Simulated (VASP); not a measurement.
# InSe (C2/m) in VASP: notebook

Runs on InSe. Level: PBEsol. Tasks: single point.

Program: VASP 6.6.1. These are calculated values, not measurements. Logs are shortened: lines on timing, memory, paths and dates and some standing lists are left out, and cuts for length are marked.

### 1 The cell of the first run

It takes space group C2/m (No. 12, monoclinic). The conventional cell has a = 11.750 Å, b = 4.112 Å, c = 4.563 Å, α = 90.00°, β = 110.66°, γ = 90.00°. Within 3.8 Å of In (site symmetry m) lie 5 Se at 2.67 to 3.56 Å and 3 In at 2.79 to 3.73 Å. Within 3.6 Å of Se (site symmetry m) lie 5 In at 2.67 to 3.56 Å and 3 Se at 3.40 to 3.58 Å.

### 2 Single point, PBEsol

Contents of INCAR:

```
SYSTEM = InSe
PREC     = Accurate       ! precision mode
ENCUT    = 520            ! plane-wave cutoff, eV
EDIFF    = 1E-7           ! SCF threshold, eV
ISMEAR   = -1             ! smearing method
SIGMA    = 0.02           ! smearing width, eV
LREAL    = .False.        ! projectors in reciprocal space
LASPH    = .True.         ! aspherical terms in the spheres
NELM     = 100            ! most SCF steps
ALGO     = Normal         ! electronic algorithm
ISIF     = 2              ! what is computed and relaxed
LWAVE    = .False.        ! write WAVECAR
LCHARG   = .True.         ! write CHGCAR
GGA      = PS             ! functional
LELF     = .True.         ! ELF
LVHAR    = .True.       
NBANDS   = 27             ! bands
```

Contents of KPOINTS:

```
regular mesh
0
Gamma
  7 7 6
  0 0 0
```

Contents of POSCAR:

```
InSe
1.0
    5.8749024003     -2.0558645375     -0.0060218992
    5.8749024003      2.0558645375     -0.0060218992
   -1.6057598856      0.0000000000      4.2710412538
In Se
2 2
Direct
    0.8857883120      0.8857883120      0.0289331641
    0.1142116880      0.1142116880      0.9710668359
    0.6546114122      0.6546114122      0.6374302568
    0.3453885878      0.3453885878      0.3625697432
```

Potentials or basis: VASP PAW PBE potentials, release 64 (In_d, Se).

Command:

```bash
$ cat potpaw_PBE.64/In_d/POTCAR potpaw_PBE.64/Se/POTCAR > POTCAR
$ mpirun -np 1 vasp_std > vasp.out
```

OUTCAR:

```text
SYSTEM = InSe
   PREC = Accurate
   ENCUT = 520
   EDIFF = 1E-7
   ISMEAR = -1
   LREAL = .False.
   LASPH = .True.
   NELM = 100
   ISIF = 2
   GGA = PS

 ion  position               nearest neighbor table
   1  0.886  0.886  0.029-   3 2.67   4 2.70   4 2.70   2 2.79   2 3.73   2 3.73
   2  0.114  0.114  0.971-   4 2.67   3 2.70   3 2.70   1 2.79   1 3.73   1 3.73
   3  0.655  0.655  0.637-   1 2.67   2 2.70   2 2.70
   4  0.345  0.345  0.363-   2 2.67   1 2.70   1 2.70

  LATTYP: Found a base centered monoclinic cell.
 ALAT       =    11.7498109732
 B/A-ratio  =     0.3499400190
 C/A-ratio  =     0.3883400442
 COS(beta)  =    -0.3528740811

  Lattice vectors:

 A1 = (   5.8749024003,  -2.0558645375,  -0.0060218992)
 A2 = (   5.8749024003,   2.0558645375,  -0.0060218992)
 A3 = (  -1.6057598856,   0.0000000000,   4.2710412538)

Analysis of symmetry for initial positions (statically):
=====================================================================
 Subroutine PRICEL returns:
 Original cell was already a primitive cell.

 Routine SETGRP: Setting up the symmetry group for a
 base centered monoclinic supercell.

 Subroutine GETGRP returns: Found  4 space group operations
 (whereof  4 operations were pure point group operations)
 out of a pool of  4 trial point group operations.

The static configuration has the point symmetry C_2h.

Analysis of symmetry for dynamics (positions and initial velocities):
=====================================================================
 Subroutine PRICEL returns:
 Original cell was already a primitive cell.

 Routine SETGRP: Setting up the symmetry group for a
 base centered monoclinic supercell.

 Subroutine GETGRP returns: Found  4 space group operations
 (whereof  4 operations were pure point group operations)
 out of a pool of  4 trial point group operations.

The dynamic configuration has the point symmetry C_2h.

 Subroutine INISYM returns: Found  4 space group operations
 (whereof  4 operations are pure point group operations),
 and found     1 'primitive' translations

----------------------------------------------------------------------------------------

                                     Primitive cell

  volume of cell :     103.1315

  direct lattice vectors                    reciprocal lattice vectors
     5.874902400 -2.055864538 -0.006021899     0.085140608 -0.243206685  0.032009846
     5.874902400  2.055864538 -0.006021899     0.085140608  0.243206685  0.032009846
    -1.605759886  0.000000000  4.271041254     0.000240086  0.000000000  0.234225207

  length of vectors
     6.224234368  6.224234368  4.562922112     0.259659479  0.259659479  0.234225330

  position of ions in fractional coordinates (direct lattice)
     0.885788312  0.885788312  0.028933164
     0.114211688  0.114211688  0.971066836
     0.654611412  0.654611412  0.637430257
     0.345388588  0.345388588  0.362569743

  ion indices of the primitive-cell ions
   primitive index   ion index
                 1           1
                 2           2
                 3           3
                 4           4

----------------------------------------------------------------------------------------

 KPOINTS: regular mesh

Automatic generation of k-mesh.
 Grid dimensions read from file:
 generate k-points for:    7    7    6

 Generating k-lattice:

  Cartesian coordinates                     Fractional coordinates (reciprocal lattice)
     0.012162944 -0.034743812  0.004572835     0.142857143 -0.000000000  0.000000000
     0.012162944  0.034743812  0.004572835    -0.000000000  0.142857143  0.000000000
     0.000040014  0.000000000  0.039037534     0.000000000  0.000000000  0.166666667

  Length of vectors
     0.037094211  0.037094211  0.039037555

  Shift w.r.t. Gamma in fractional coordinates (k-lattice)
     0.000000000  0.000000000  0.000000000

 Subroutine IBZKPT returns following result:
 ===========================================

 Found     88 irreducible k-points:

 Following reciprocal coordinates:
            Coordinates               Weight
  0.000000  0.000000  0.000000      1.000000
  0.142857 -0.000000 -0.000000      4.000000
  0.285714  0.000000  0.000000      4.000000
  0.428571 -0.000000 -0.000000      4.000000
  0.142857  0.142857 -0.000000      2.000000
  0.285714  0.142857 -0.000000      4.000000
[... 16 lines left out ...]
 -0.142857  0.000000  0.166667      4.000000
  0.142857  0.142857  0.166667      2.000000
 [... further k-points ...]
   k-points           NKPTS =     88   k-points in BZ     NKDIM =     88   number of bands    NBANDS=     27
   number of dos      NEDOS =    301   number of ions     NIONS =      4
   total plane-waves  NPLWV =  82944
   dimension x,y,z NGX =    48 NGY =   48 NGZ =   36
   dimension x,y,z NGXF=    96 NGYF=   96 NGZF=   72
   ions per type =               2   2
   NGX,Y,Z   is equivalent  to a cutoff of  12.82, 12.82, 13.12 a.u.
   NGXF,Y,Z  is equivalent  to a cutoff of  25.64, 25.64, 26.23 a.u.
 SYSTEM =  InSe
   PREC   = accura    normal or accurate (medium, high low for compatibility)
   ISTART =      0    job   : 0-new  1-cont  2-samecut
   ICHARG =      2    charge: 1-file 2-atom 10-const
   ISPIN  =      1    spin polarized calculation?
   LNONCOLLINEAR =      F non collinear calculations
   LSORBIT =      F    spin-orbit coupling
   LASPH  =      T    aspherical Exc in radial PAW
   ENCUT  =  520.0 eV  38.22 Ry    6.18 a.u.  11.57 11.57  8.48*2*pi/ulx,y,z
   NELM   =    100;   NELMIN=  2; NELMDL= -5     # of ELM steps
   EDIFF  = 0.1E-06   stopping-criterion for ELM
   LREAL  =      F    real-space projection
   EDIFFG = 0.1E-05   stopping-criterion for IOM
   NSW    =      0    number of steps for IOM
   IBRION =     -1    ionic relax: 0-MD 1-quasi-New 2-CG
   NFREE  =      0    steps in history (QN), initial steepest desc. (CG)
   ISIF   =      2    stress and relaxation
   ISYM   =      2    0-nonsym 1-usesym 2-fastsym
   POTIM  = 0.5000    time-step for ionic-motion
   TEBEG  =    0.0;   TEEND  =   0.0 temperature during run
   PSTRESS=    0.0 pullay stress
   NELECT =      38.0000    total number of electrons
   NUPDOWN=      -1.0000    fix difference up-down
   EMIN   =  10.00;   EMAX   =-10.00  energy-range for DOS
   EFERMI =   0.00;   METHOD = LEGACY
   ISMEAR =    -1;   SIGMA  =   0.02  broadening in eV -4-tet -1-fermi 0-gaus
   EFERMI_NEDOS =   21; number of points for ismear=-14 and -15
   IALGO  =     38    algorithm
   IMIX   =      4    mixing-type and parameters
     AMIX     =   0.40;   BMIX     =  1.00
     AMIX_MAG =   1.60;   BMIX_MAG =  1.00
  volume/ion in A,a.u.               =      25.78       173.99
  Fermi-wavevector in a.u.,A,eV,Ry     =   1.173651  2.217878 18.741426  1.377456
  Thomas-Fermi vector in A             =   2.310060
   LORBIT       =      0    0 simple, 1 ext, 2 COOP (PROOUT), +10 PAW based schemes
   GGA     = PS    functional components
   LHFCALC =     F    Hartree Fock is set to
   AEXX    =    0.0000 exact exchange contribution
   IVDW    =     0    specifies the selected vdW correction
   LEPSILON=     F    determine dielectric tensor
   LRPA    =     F    only Hartree local field effects (RPA)
 non-spin polarized calculation
  energy-cutoff  :      520.00
  volume of cell :      103.13
 maximum number of plane-waves:      2804
 NGX is ok and might be reduce to    48
   NGX = 23   NGY = 23   NGZ = 17

 number of electron      38.0000000 magnetization

 Free energy of the ion-electron system (eV)
  ---------------------------------------------------
  ext. energy  EPLUGINS =         0.00000000
  ---------------------------------------------------
  free energy    TOTEN  =       -15.55241531 eV

  energy without entropy =      -15.55241531  energy(sigma->0) =      -15.55241531

 E-fermi :   5.3389     XC(G=0):  -9.8220

 val. band max:        4.9699078216   @ k =  -0.2857  -0.2857   0.3333
 cond. band min:       5.7364262309   @ k =  -0.0000  -0.0000   0.5000
 fundamental gap:      0.7665184093
 Fermi energy:         5.3389316877

 k-point     1 :       0.0000    0.0000    0.0000
  band No.  band energies     occupation
      1      -9.6828      2.00000
      2      -9.5752      2.00000
      3      -9.3467      2.00000
      4      -9.3329      2.00000
      5      -9.2960      2.00000
      6      -9.2908      2.00000
[... 19 lines left out ...]
     26      11.8510      0.00000
     27      13.6759      0.00000

 k-point     2 :       0.1429   -0.0000   -0.0000
  band No.  band energies     occupation
      1      -9.6762      2.00000
      2      -9.5704      2.00000
      3      -9.4178      2.00000
      4      -9.3203      2.00000
      5      -9.3126      2.00000
      6      -9.2767      2.00000
[... 19 lines left out ...]
     26      11.8479      0.00000
     27      13.5356      0.00000

 k-point     3 :       0.2857    0.0000    0.0000
  band No.  band energies     occupation
      1      -9.6631      2.00000
      2      -9.5787      2.00000
      3      -9.4843      2.00000
      4      -9.3508      2.00000
      5      -9.2987      2.00000
      6      -9.2867      2.00000
[... 19 lines left out ...]
     26      12.1556      0.00000
     27      12.8241      0.00000

 k-point     4 :       0.4286   -0.0000   -0.0000
  band No.  band energies     occupation
      1      -9.6565      2.00000
      2      -9.6108      2.00000
      3      -9.4767      2.00000
      4      -9.3846      2.00000
      5      -9.3035      2.00000
      6      -9.2858      2.00000
[... 19 lines left out ...]
     26      12.2541      0.00000
     27      13.5829      0.00000
[... 516 lines left out ...]
      4      -9.3616      2.00000
      5      -9.2960      2.00000
      6      -9.2796      2.00000
[... 19 lines left out ...]
     26      12.3016      0.00000
     27      12.4540      0.00000

 k-point    23 :      -0.1429    0.0000    0.1667
  band No.  band energies     occupation
      1      -9.6794      2.00000
      2      -9.5713      2.00000
      3      -9.4228      2.00000
      4      -9.3250      2.00000
      5      -9.3141      2.00000
      6      -9.2772      2.00000
[... 19 lines left out ...]
     26      11.5245      0.00000
     27      13.4224      0.00000

 k-point    24 :       0.1429    0.1429    0.1667
  band No.  band energies     occupation
      1      -9.6884      2.00000
      2      -9.5593      2.00000
      3      -9.3646      2.00000
      4      -9.3293      2.00000
      5      -9.2991      2.00000
      6      -9.2942      2.00000
[... 19 lines left out ...]
     26      11.6029      0.00000
     27      12.5527      0.00000

 [... further k-points ...]

------------------------ aborting loop because EDIFF is reached ----------------------------------------

  FORCE on cell =-STRESS in cart. coord.  units (eV):
  Direction    XX          YY          ZZ          XY          YZ          ZX
  --------------------------------------------------------------------------------------
  -------------------------------------------------------------------------------------
  Total        0.0323228      0.0447078      0.0346554      0.0000000      0.0000000      0.0059112
  in kB        0.5021441      0.6945486      0.5383809      0.0000000      0.0000000      0.0918326
  external PRESSURE =       0.5783578 kB  Pullay stress =       0.0000000 kB

 VOLUME and BASIS-vectors are now :
 -----------------------------------------------------------------------------
  energy-cutoff  :      520.00
  volume of cell :      103.13
      direct lattice vectors                 reciprocal lattice vectors
     5.874902400 -2.055864538 -0.006021899     0.085140608 -0.243206685  0.032009846
     5.874902400  2.055864538 -0.006021899     0.085140608  0.243206685  0.032009846
    -1.605759886  0.000000000  4.271041254     0.000240086  0.000000000  0.234225207

 POSITION                                       TOTAL-FORCE (eV/Angst)
 -----------------------------------------------------------------------------------
     10.36138      0.00000      0.11291         0.015654      0.000000     -0.004896
     -0.21734      0.00000      4.14609        -0.015654      0.000000      0.004896
      6.66800      0.00000      2.71461         0.000927      0.000000     -0.015518
      3.47605      0.00000      1.54439        -0.000927      0.000000      0.015518
 -----------------------------------------------------------------------------------
    total drift:                               -0.000000     -0.000000      0.000000

  FREE ENERGIE OF THE ION-ELECTRON SYSTEM (eV)
  ---------------------------------------------------
  free  energy   TOTEN  =       -15.5524153058 eV

  energy  without entropy=      -15.5524153057  energy(sigma->0) =      -15.55241531
```

Run time: 10 min. Hardware: 1 thread of AMD EPYC 7R13, shared host; peak memory 0.38 GiB.

Results:

```
Free energy            : -15.5524 eV
Pressure               : 0.1 GPa
Largest force          : 0.016 eV/Å
Band gap on the k mesh : 0.77 eV (least direct gap 1.05 eV)
```

Forces in eV/Å, atoms in the order of the input:
```
In   0.016  0.000 -0.005
In  -0.016  0.000  0.005
Se   0.001  0.000 -0.016
Se  -0.001  0.000  0.016
```

Caveat: semilocal functionals underestimate gaps, and a narrow one can read as zero; the PAW data sets were made with another functional, which shifts forces and pressure a little; spin-orbit coupling is left out, which moves the levels of the heavy elements. A k mesh can miss the band edges.

### 3 Single point, PBEsol

Contents of INCAR:

```
  ALGO = Normal
  EDIFF = 1E-6
  ENCUT = 520
  GGA = PS
  ISIF = 2
  ISMEAR = -1
  LASPH = T
  LCHARG = F
  LREAL = F
  LWAVE = F
  NBANDS = 27
  NELM = 100
  PREC = Accurate
  SIGMA = 0.02
```

Contents of KPOINTS:

```
k-points
0
Gamma
  7 7 6
```

POSCAR is that of step 2.

Potentials or basis: VASP PAW PBE potentials, release 64 (In_d, Se).

Command:

```bash
$ cat potpaw_PBE.64/In_d/POTCAR potpaw_PBE.64/Se/POTCAR > POTCAR
$ mpirun -np 1 vasp_std > vasp.out
```

It took 8.2 min on 1 thread of AMD EPYC 7R13, shared host; peak memory 0.38 GiB.

The run converged. Its results:

```
Free energy            : -15.5524 eV
Pressure               : 0.1 GPa
Largest force          : 0.017 eV/Å
Band gap on the k mesh : 0.77 eV (least direct gap 1.05 eV)
```

Forces in eV/Å, atoms in the order of the input:
```
In   0.016  0.000 -0.005
In  -0.016  0.000  0.005
Se   0.001  0.000 -0.015
Se  -0.001  0.000  0.015
```

Levels at points of the mesh, in eV from the valence-band top:
```tsv
k point	band 17	band 18	band 19	band 20	band 21	band 22
(0.00, 0.00, 0.00)	-2.42	-1.91	-1.56	2.57	3.31	3.82
(0.00, 0.00, 0.50)	-1.79	-1.31	-0.29	0.77	2.29	3.30
```

Caveat: semilocal functionals underestimate gaps, and a narrow one can read as zero; the PAW data sets were made with another functional, which shifts forces and pressure a little; spin-orbit coupling is left out, which moves the levels of the heavy elements.
